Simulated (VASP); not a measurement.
Wanted: the native input for a VASP 6.6.1 run.

- Task: single point
- Functional: PBEsol
- Potentials or basis: VASP PAW PBE potentials, release 64 (Mg, O)
- Cutoff: 520 eV
- k mesh: 6 × 6 × 6
- Occupations: fermi-dirac, width 0.05 eV
- Spin: no spin polarisation
- Dipole correction: no
- Further INCAR settings: ALGO = Normal; EDIFF = 1e-06; NBANDS = 16

The structure of MgO lies in POSCAR:

```
MgO
1.0
    3.4863800000     -0.0290531667     -0.0290531667
   -1.7683507500      3.0338165833     -0.0106341667
   -0.0348170000     -0.0348170000      4.1780400000
Mg O
2 2
Direct
    0.6666666667      0.3333333333      0.7500000000
    0.3333333333      0.6666666667      0.2500000000
    0.6666666667      0.3333333333      0.2500000000
    0.3333333333      0.6666666667      0.7500000000
```

The input as run:

INCAR

```
PREC     = Accurate       # precision mode
ENCUT    = 520            # plane-wave cutoff, eV
EDIFF    = 1E-6           # SCF threshold, eV
ISMEAR   = -1             # smearing method
SIGMA    = 0.05           # smearing width, eV
LREAL    = F              # projectors in reciprocal space
LASPH    = T              # aspherical terms in the spheres
NELM     = 60             # most SCF steps
ALGO     = Normal         # electronic algorithm
ISIF     = 2              # what is computed and relaxed
LWAVE    = F              # write WAVECAR
LCHARG   = F              # write CHGCAR
GGA      = PS             # functional
NBANDS   = 16             # bands
```

KPOINTS

```
regular mesh
0
Gamma
  6 6 6
```

Potentials or basis: VASP PAW PBE potentials, release 64 (Mg, O).

Command:

```sh
$ cat potpaw_PBE.64/Mg/POTCAR potpaw_PBE.64/O/POTCAR > POTCAR
$ mpirun -np 1 vasp_std > vasp.out
```

Results of the run:

```json
{"Pressure": "0.8 GPa", "Largest force": "0.154 eV/Å", "Band gap on the k mesh": "3.30 eV, direct"}
```

Caveat: the PAW data sets were made with another functional, which shifts forces and pressure a little.

It took 96 s on 1 thread of AMD EPYC 7R13 (shared host), peak memory 0.18 GiB.
